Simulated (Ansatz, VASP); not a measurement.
## AgCl in VASP and in Ansatz

Contents of INCAR:

```
SYSTEM = AgCl
ALGO = Normal
EDIFF = 1E-6
ENCUT = 520
GGA = PE
ISIF = 2
ISMEAR = -1
LASPH = .TRUE.
LCHARG = .TRUE.
LELF = .TRUE.
LREAL = .FALSE.
LVHAR = .TRUE.
LWAVE = .FALSE.
NBANDS = 16
NELM = 100
PREC = Accurate
SIGMA = 0.02
```

Contents of KPOINTS:

```
k-points
0
G
  8 8 8
  0 0 0
```

POSCAR

```
AgCl
1.0
    0.0000000000      2.7731838142      2.7731838142
    2.7135603622      0.0000000000      2.7731838142
    2.7135603622      2.7731838142      0.0000000000
Ag Cl
1 1
Direct
    0.0000000000      0.0000000000      0.0000000000
    0.5000000000      0.5000000000      0.5000000000
```

Input for Ansatz:

```yaml
crystal:
  lattice:
    - [0.0, 2.7731838142, 2.7731838142]
    - [2.7135603622, 0.0, 2.7731838142]
    - [2.7135603622, 2.7731838142, 0.0]
  atoms:
    - { symbol: Ag, position: [0.0, 0.0, 0.0] }
    - { symbol: Cl, position: [0.5, 0.5, 0.5] }
kpoints:
  mp_grid: { grid: [8, 8, 8] }
  band_path:
    path:
      - [0.0, 0.0, 0.0]
      - [0.5, 0.0, 0.5]
      - [0.625, 0.25, 0.625]
      - [0.375, 0.375, 0.75]
      - [0.5, 0.5, 0.5]
      - [0.5, 0.25, 0.75]
      - [0.0375, 0.0375, 0.075]
      - [0.0, 0.0, 0.5]
    npoints: 1
hamiltonian:
  xc: pbe
scf:
  occupations: { method: fermi_dirac, width: 0.02 }
  n_extra_bands: 4
output:
  forces: true
  stress: true
  eigenvalues: true
```

Change from the starting cell: uniaxial_x strain -2.1%.

Alike in both runs: task single point; functional PBE; k mesh 8 × 8 × 8; occupations fermi-dirac, width 0.02 eV; no spin polarisation.

|  | VASP | Ansatz |
| --- | --- | --- |
| version | VASP 6.6.1 | Ansatz 0.2.0 |
| potentials or method | VASP PAW PBE potentials, release 64 (Ag, Cl) | plane waves, PAW |
| plane-wave cutoff (eV) | 520 | 420 |
| valence electrons in the cell | 18 | 26 |

```csv
,VASP,Ansatz,Ansatz less VASP
gap on the k mesh at the Fermi level (eV),0.84,0.84,+0.003
pressure (GPa),2.7,2.8,+0.15
"traceless stress, the component that is largest in VASP (GPa)",0.46,0.47,+0.014
```

VASP's potentials hold 18 valence electrons a cell and Ansatz's 26, so a difference there can come from the potentials and not from the codes.
